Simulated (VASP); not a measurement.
Write the native input for VASP 6.6.1 that does the following.

| Item | Value |
| --- | --- |
| Task | single point |
| Functional | HSE06 |
| Potentials or basis | VASP PAW PBE potentials, release 64 (C, Sr_sv) |
| Cutoff | 520 eV |
| k mesh | 4 × 4 × 4 |
| Occupations | fermi-dirac, width 0.02 eV |
| Spin | no spin polarisation |
| Dipole correction | no |
| Grid for exact exchange (PRECFOCK) | Normal |
| Further INCAR settings | ALGO = Normal; EDIFF = 1e-07; NBANDS = 19 |
| Share of exact exchange | 0.25 |
| Screening parameter | 0.2079 1/Å |

The system is Sr2C.

```
CELL_PARAMETERS angstrom
0.00000 3.27614 3.27614
3.27614 0.00000 3.27614
3.27614 3.27614 0.00000
ATOMIC_POSITIONS crystal
C 0.00000 0.00000 0.00000
Sr 0.25000 0.25000 0.25000
Sr 0.75000 0.75000 0.75000
```

This cell differs from its parent crystal: strain -2.5%.

These files were run (other wordings do the same):

POSCAR

```
Sr2C
1.0
    0.0000000000      3.2761388821      3.2761388821
    3.2761388821      0.0000000000      3.2761388821
    3.2761388821      3.2761388821      0.0000000000
C Sr
1 2
Direct
    0.0000000000      0.0000000000      0.0000000000
    0.2500000000      0.2500000000      0.2500000000
    0.7500000000      0.7500000000      0.7500000000
```

INCAR.step1

```
PREC     = Accurate       # precision mode
ENCUT    = 520            # plane-wave cutoff, eV
EDIFF    = 1E-5           # SCF threshold, eV
ISMEAR   = -1             # smearing method
SIGMA    = 0.02           # smearing width, eV
LREAL    = F              # projectors in reciprocal space
LASPH    = T              # aspherical terms in the spheres
NELM     = 100            # most SCF steps
ALGO     = Normal         # electronic algorithm
ISIF     = 2              # what is computed and relaxed
LWAVE    = T              # write WAVECAR
LCHARG   = F              # write CHGCAR
NBANDS   = 19             # bands
GGA      = PE             # functional
```

INCAR.step2

```
PREC     = Accurate       # precision mode
ENCUT    = 520            # plane-wave cutoff, eV
EDIFF    = 1E-7           # SCF threshold, eV
ISMEAR   = -1             # smearing method
SIGMA    = 0.02           # smearing width, eV
LREAL    = F              # projectors in reciprocal space
LASPH    = T              # aspherical terms in the spheres
NELM     = 100            # most SCF steps
ALGO     = Normal         # electronic algorithm
ISIF     = 2              # what is computed and relaxed
LWAVE    = F              # write WAVECAR
LCHARG   = F              # write CHGCAR
GGA      = PE             # functional
LHFCALC  = T              # exact exchange
HFSCREEN = 0.2079         # screening, 1/A
PRECFOCK = Normal       
NBANDS   = 19             # bands
ISTART   = 1
```

KPOINTS

```
Automatic mesh
0
Gamma
  4 4 4
```

Potentials or basis: VASP PAW PBE potentials, release 64 (C, Sr_sv).

Launch:

```sh
$ cat potpaw_PBE.64/C/POTCAR potpaw_PBE.64/Sr_sv/POTCAR > POTCAR
$ cp INCAR.step1 INCAR
$ mpirun -np 1 vasp_std > vasp.out
$ cp INCAR.step2 INCAR
$ mpirun -np 1 vasp_std > vasp.out
```

It gave:

* Pressure: 3.9 GPa
* Band gap on the k mesh: 0.33 eV

Caveat: the cell differs from its parent crystal (strain -2.5%); the cell stands under pressure; the structure was generated, so it needn't be the stable form of Sr2C; the PAW data sets were made with another functional, which shifts forces and pressure a little.

Wall time 26 min on 1 thread of AMD EPYC 7R43 64-Core Processor (Zen 3), with other jobs on the host, peak memory 0.29 GiB.
